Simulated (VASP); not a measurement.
# In (P6_3/mmc) in VASP: a series of runs

In is run at these levels: PBE; tasks: single point.

Everything below comes from runs of VASP 6.6.1. Logs are shortened: lines on timing, memory, paths and dates and some standing lists are left out, and cuts for length are marked.

### Step 1. The cell of the first run

The structure is hexagonal, space group P6_3/mmc (No. 194). The conventional cell has a = 3.188 Å, b = 3.188 Å, c = 5.596 Å, α = 90.00°, β = 90.00°, γ = 120.00°. Within 4.2 Å of In (site symmetry -6m2) lie 12 In at 3.19 to 3.35 Å.

This isn't the form of In at room conditions, which is tetragonal.

### Step 2. Single point, PBE (strained)

Contents of INCAR:

```
ALGO = Fast ; EDIFF = 1E-6
ENCUT = 520 ; GGA = PE
ISIF = 2 ; ISMEAR = 0
LASPH = T ; LCHARG = F
LREAL = F ; LWAVE = F
NBANDS = 20 ; NELM = 80
PREC = Accurate ; SIGMA = 0.1
```

Contents of KPOINTS:

```
k-points
0
Gamma
  15 15 8
```

Contents of POSCAR:

```
In
1.0
    3.1877561610      0.0000000000      0.0000000000
   -1.5938780805      2.7606778166      0.0000000000
    0.0000000000      0.0000000000      5.5956915553
In
2
Direct
    0.3333333300      0.6666666700      0.2500000000
    0.6666666700      0.3333333300      0.7500000000
```

Potentials or basis: VASP PAW PBE potentials, release 64 (In_d).

The run is started by

```sh
> cat potpaw_PBE.64/In_d/POTCAR > POTCAR
> mpirun -np 1 vasp_std > vasp.out
```

OUTCAR:

```text
EDIFF = 1E-6
   ENCUT = 520
   GGA = PE
   ISIF = 2
   ISMEAR = 0
   LASPH = T
   LREAL = F
   NELM = 80
   PREC = Accurate

 ion  position               nearest neighbor table
   1  0.333  0.667  0.250-   2 3.35   2 3.35   2 3.35   2 3.35   2 3.35   2 3.35
   2  0.667  0.333  0.750-   1 3.35   1 3.35   1 3.35   1 3.35   1 3.35   1 3.35

  LATTYP: Found a hexagonal cell.
 ALAT       =     3.1877561610
 C/A-ratio  =     1.7553700072

  Lattice vectors:

 A1 = (   3.1877561610,   0.0000000000,   0.0000000000)
 A2 = (  -1.5938780805,   2.7606778166,   0.0000000000)
 A3 = (   0.0000000000,   0.0000000000,   5.5956915553)

Analysis of symmetry for initial positions (statically):
=====================================================================
 Subroutine PRICEL returns:
 Original cell was already a primitive cell.

 Routine SETGRP: Setting up the symmetry group for a
 hexagonal supercell.

 Subroutine GETGRP returns: Found 24 space group operations
 (whereof 12 operations were pure point group operations)
 out of a pool of 24 trial point group operations.

The static configuration has the point symmetry D_3d.
 The point group associated with its full space group is D_6h.

Analysis of symmetry for dynamics (positions and initial velocities):
=====================================================================
 Subroutine PRICEL returns:
 Original cell was already a primitive cell.

 Routine SETGRP: Setting up the symmetry group for a
 hexagonal supercell.

 Subroutine GETGRP returns: Found 24 space group operations
 (whereof 12 operations were pure point group operations)
 out of a pool of 24 trial point group operations.

The dynamic configuration has the point symmetry D_3d.
 The point group associated with its full space group is D_6h.

 Subroutine INISYM returns: Found 24 space group operations
 (whereof 12 operations are pure point group operations),
 and found     1 'primitive' translations

----------------------------------------------------------------------------------------

                                     Primitive cell

  volume of cell :      49.2441

[... 81 lines left out ...]
   ICHARG =      2    charge: 1-file 2-atom 10-const
   ISPIN  =      1    spin polarized calculation?
   LNONCOLLINEAR =      F non collinear calculations
   LSORBIT =      F    spin-orbit coupling
   LASPH  =      T    aspherical Exc in radial PAW
   ENCUT  =  520.0 eV  38.22 Ry    6.18 a.u.   5.93  5.93 10.40*2*pi/ulx,y,z
   NELM   =     80;   NELMIN=  2; NELMDL= -5     # of ELM steps
   EDIFF  = 0.1E-05   stopping-criterion for ELM
   LREAL  =      F    real-space projection
   EDIFFG = 0.1E-04   stopping-criterion for IOM
   NSW    =      0    number of steps for IOM
   IBRION =     -1    ionic relax: 0-MD 1-quasi-New 2-CG
   NFREE  =      0    steps in history (QN), initial steepest desc. (CG)
   ISIF   =      2    stress and relaxation
   ISYM   =      2    0-nonsym 1-usesym 2-fastsym
   POTIM  = 0.5000    time-step for ionic-motion
   TEBEG  =    0.0;   TEEND  =   0.0 temperature during run
   PSTRESS=    0.0 pullay stress
   NELECT =      26.0000    total number of electrons
   NUPDOWN=      -1.0000    fix difference up-down
   EMIN   =  10.00;   EMAX   =-10.00  energy-range for DOS
   EFERMI =   0.00;   METHOD = LEGACY
   ISMEAR =     0;   SIGMA  =   0.10  broadening in eV -4-tet -1-fermi 0-gaus
   EFERMI_NEDOS =   21; number of points for ismear=-14 and -15
   IALGO  =     68    algorithm
   IMIX   =      4    mixing-type and parameters
     AMIX     =   0.40;   BMIX     =  1.00
     AMIX_MAG =   1.60;   BMIX_MAG =  1.00
  volume/ion in A,a.u.               =      24.62       166.16
  Fermi-wavevector in a.u.,A,eV,Ry     =   1.323166  2.500422 23.820658  1.750769
  Thomas-Fermi vector in A             =   2.452794
   LORBIT       =      0    0 simple, 1 ext, 2 COOP (PROOUT), +10 PAW based schemes
   GGA     = PE    functional components
   LHFCALC =     F    Hartree Fock is set to
   AEXX    =    0.0000 exact exchange contribution
   IVDW    =     0    specifies the selected vdW correction
   LEPSILON=     F    determine dielectric tensor
   LRPA    =     F    only Hartree local field effects (RPA)
 non-spin polarized calculation
 RMM-DIIS sequential band-by-band and
 Gauss-broadening in eV      SIGMA  =   0.10
  energy-cutoff  :      520.00
  volume of cell :       49.24
 maximum number of plane-waves:      1356
 NGX is ok and might be reduce to    24
   NGX = 11   NGY = 11   NGZ = 21

 number of electron      25.9999990 magnetization

 Free energy of the ion-electron system (eV)
  ---------------------------------------------------
  ext. energy  EPLUGINS =         0.00000000
  ---------------------------------------------------
  free energy    TOTEN  =        -5.00102737 eV

  energy without entropy =       -4.99509613  energy(sigma->0) =       -4.99806175

 E-fermi :   8.2744     XC(G=0): -10.5432

 val. band max:        8.2718866238   @ k =   0.3333   0.1333   0.0000
 cond. band min:       8.2775297123   @ k =   0.4667   0.0667   0.0000
 fundamental gap:      0.0056430886
 Fermi energy:         8.2744327918

 k-point     1 :       0.0000    0.0000    0.0000
  band No.  band energies     occupation
      1      -6.5873      2.00000
      2      -6.5479      2.00000
      3      -6.4644      2.00000
      4      -6.4644      2.00000
      5      -6.4383      2.00000
      6      -6.4383      2.00000
[... 541 lines left out ...]
     19      15.2690      0.00000
     20      21.6854      0.00000

 [... further k-points ...]

------------------------ aborting loop because EDIFF is reached ----------------------------------------

  FORCE on cell =-STRESS in cart. coord.  units (eV):
  Direction    XX          YY          ZZ          XY          YZ          ZX
  --------------------------------------------------------------------------------------
  -------------------------------------------------------------------------------------
  Total        1.9576105      1.9576105      1.1005944      0.0000000      0.0000000      0.0000000
  in kB       63.6916172     63.6916172     35.8082666      0.0000000      0.0000000      0.0000000
  external PRESSURE =      54.3971670 kB  Pullay stress =       0.0000000 kB

 VOLUME and BASIS-vectors are now :
 -----------------------------------------------------------------------------
  energy-cutoff  :      520.00
  volume of cell :       49.24
      direct lattice vectors                 reciprocal lattice vectors
     3.187756161  0.000000000  0.000000000     0.313700280  0.181114941  0.000000000
    -1.593878080  2.760677817  0.000000000     0.000000000  0.362229882  0.000000000
     0.000000000  0.000000000  5.595691555     0.000000000  0.000000000  0.178708921

 POSITION                                       TOTAL-FORCE (eV/Angst)
 -----------------------------------------------------------------------------------
     -0.00000      1.84045      1.39892        -0.000000     -0.000000      0.000000
      1.59388      0.92023      4.19677         0.000000      0.000000      0.000000
 -----------------------------------------------------------------------------------
    total drift:                               -0.000002      0.000001      0.000000

  FREE ENERGIE OF THE ION-ELECTRON SYSTEM (eV)
  ---------------------------------------------------
  free  energy   TOTEN  =        -5.0010273703 eV

  energy  without entropy=       -4.9950961328  energy(sigma->0) =       -4.99806175
```

OSZICAR:

```text
N       E                     dE             d eps       ncg     rms          rms(c)
DAV:   1     0.211742866518E+03    0.21174E+03   -0.13304E+04  5428   0.187E+03
DAV:   2     0.106549428507E+02   -0.20109E+03   -0.19718E+03  5444   0.379E+02
DAV:   3    -0.460777685039E+01   -0.15263E+02   -0.15145E+02  6180   0.119E+02
DAV:   4    -0.504336149877E+01   -0.43558E+00   -0.43534E+00  6568   0.215E+01
DAV:   5    -0.506790890230E+01   -0.24547E-01   -0.24546E-01  7968   0.427E+00    0.388E+00
RMM:   6    -0.501291519819E+01    0.54994E-01   -0.85092E-02  6421   0.390E+00    0.203E+00
RMM:   7    -0.500126865736E+01    0.11647E-01   -0.37665E-02  6205   0.213E+00    0.324E-01
RMM:   8    -0.500080720830E+01    0.46145E-03   -0.52095E-03  7354   0.108E+00    0.122E-01
RMM:   9    -0.500097244070E+01   -0.16523E-03   -0.17926E-03  7970   0.367E-01    0.789E-02
RMM:  10    -0.500101366360E+01   -0.41223E-04   -0.59956E-04  6770   0.396E-01    0.556E-02
RMM:  11    -0.500101401213E+01   -0.34853E-06   -0.24317E-04  7470   0.170E-01    0.502E-02
RMM:  12    -0.500102849910E+01   -0.14487E-04   -0.12631E-04  7866   0.997E-02    0.897E-02
RMM:  13    -0.500102645604E+01    0.20431E-05   -0.22458E-05  6744   0.567E-02    0.355E-02
RMM:  14    -0.500102748567E+01   -0.10296E-05   -0.12751E-05  5876   0.247E-02    0.257E-02
RMM:  15    -0.500102737028E+01    0.11539E-06   -0.11949E-06  3358   0.112E-02
   1 F= -.50010274E+01 E0= -.49980618E+01  d E =-.593124E-02
```

It took 87 s on 1 thread of Intel Xeon Platinum 8259CL at 2.50GHz (Skylake/Cascade Lake), shared host; peak memory 0.23 GiB.

What came out:

```yaml
Free_energy: -5.0010 eV
Pressure: 5.4 GPa
Band_gap_on_the_k_mesh: zero (bands 13 and 14 overlap by 5.91 eV)
```

Caveat: the cell differs from its parent crystal (strained); the cell stands under pressure; spin-orbit coupling is left out, which moves the levels of the heavy elements.

### Step 3. Single point, PBE (strained)

Contents of INCAR:

```
PREC = Accurate ; ENCUT = 520
EDIFF = 1E-6 ; ISMEAR = 0
SIGMA = 0.1 ; LREAL = F
LASPH = T ; NELM = 60
ALGO = Fast ; ISIF = 2
LWAVE = F ; LCHARG = F
GGA = PE ; NBANDS = 20
```

Contents of KPOINTS:

```
Automatic mesh
0
Gamma
  12 12 6
```

Contents of POSCAR:

```
In
1.0
    3.4622332037      0.0000000000      0.0000000000
   -1.7311166019      2.9983819083      0.0000000000
    0.0000000000      0.0000000000      5.8011274948
In
2
Direct
    0.3333333300      0.6666666700      0.2500000000
    0.6666666700      0.3333333300      0.7500000000
```

Potentials or basis: VASP PAW PBE potentials, release 64 (In_d).

The run is started by

```sh
> cat potpaw_PBE.64/In_d/POTCAR > POTCAR
> mpirun -np 1 vasp_std > vasp.out
```

Wall time 84 s (1 thread of Intel Xeon Platinum 8259CL at 2.50GHz (Skylake/Cascade Lake), shared host); peak memory 0.22 GiB.

Results (log left out):

```
Free energy            : -5.0703 eV
Pressure               : -2.4 GPa
Band gap on the k mesh : zero (bands 13 and 14 overlap by 5.21 eV)
```

Stress tensor (GPa, compression positive):
```
-2.12  0.00  0.00
 0.00 -2.12  0.00
 0.00  0.00 -2.89
```

Levels at points of the mesh, in eV from the Fermi level:
```csv
k point,band 11,band 12,band 13,band 14,band 15,band 16
"(0.00, 0.00, 0.00)",-8.63,-4.49,-2.86,7.71,7.71,8.95
"(0.50, 0.00, 0.00)",-4.54,-3.70,-0.31,0.24,0.98,2.80
"(0.00, 0.00, 0.50)",-7.44,-7.44,2.44,2.44,8.55,8.55
"(0.50, 0.00, 0.50)",-3.49,-3.49,-2.22,-2.22,5.23,5.23
```

Caveat: the cell differs from its parent crystal (strained); spin-orbit coupling is left out, which moves the levels of the heavy elements.
